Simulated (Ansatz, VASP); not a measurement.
## Mo in VASP and in Ansatz

The input INCAR:

```
PREC = Accurate
ENCUT = 520
EDIFF = 1E-6
ISMEAR = -1
SIGMA = 0.1
LREAL = False
LASPH = True
NELM = 100
ALGO = Normal
ISIF = 2
LWAVE = False
LCHARG = False
LDIPOL = True
IDIPOL = 3
DIPOL = 0.5 0.5 0.500
GGA = PE
NBANDS = 43
```

The input KPOINTS:

```
regular mesh
0
Gamma
  13 13 1
```

Contents of POSCAR:

```
Mo
1.0
    2.7373676766      0.0000000000      0.0000000000
   -0.9124558922      2.5808149956      0.0000000000
    0.0000000000      0.0000000000     17.7530000000
Mo
5
Direct
    0.0000000000      0.0000000000      0.2534789712
    0.5000000000      0.5000000000      0.3733780478
    0.0000000000      0.0000000000      0.4999999999
    0.5000000000      0.5000000000      0.6266219527
    0.0000000000      0.0000000000      0.7465210288
```

Input for Ansatz:

```yaml
crystal:
  lattice:
    - [2.7373676766, 0.0, 0.0]
    - [-0.9124558922, 2.5808149956, 0.0]
    - [0.0, 0.0, 17.753]
  atoms:
    - { symbol: Mo, position: [0.0, 0.0, 0.2534789712] }
    - { symbol: Mo, position: [0.5, 0.5, 0.3733780478] }
    - { symbol: Mo, position: [0.0, 0.0, 0.4999999999] }
    - { symbol: Mo, position: [0.5, 0.5, 0.6266219527] }
    - { symbol: Mo, position: [0.0, 0.0, 0.7465210288] }
kpoints:
  mp_grid: { grid: [13, 13, 1] }
scf:
  occupations: { method: fermi_dirac, width: 0.1 }
hamiltonian:
  xc: pbe
  pseudopotentials: { kind: all_electron, lapw: { basis_error: 0.001 } }
output:
  forces: true
  stress: true
  eigenvalues: true
efield:
  axis: 3
  amplitude: 0
  dipole_correction: true
```

Alike in both runs: task single point; functional PBE; k mesh 13 × 13 × 1; occupations fermi-dirac, width 0.1 eV; no spin polarisation.

|  | VASP | Ansatz |
| --- | --- | --- |
| version | VASP 6.6.1 | Ansatz 0.2.0 |
| potentials or method | VASP PAW PBE potentials, release 64 (Mo_sv), cutoff 520 eV | all-electron LAPW, scalar-relativistic |

VASP gave:

| Property | Result |
| --- | --- |
| rms of the force components (eV/Å) | 0.011 |

Question: Estimate Ansatz's values.

Answer: rms of the force components (eV/Å): 0.001.

Atom by atom the forces differ by 0.011 eV/Å (rms over components). Ansatz ran all-electron here, and VASP with PAW potentials. Ansatz's warnings: vacuum density over bound.
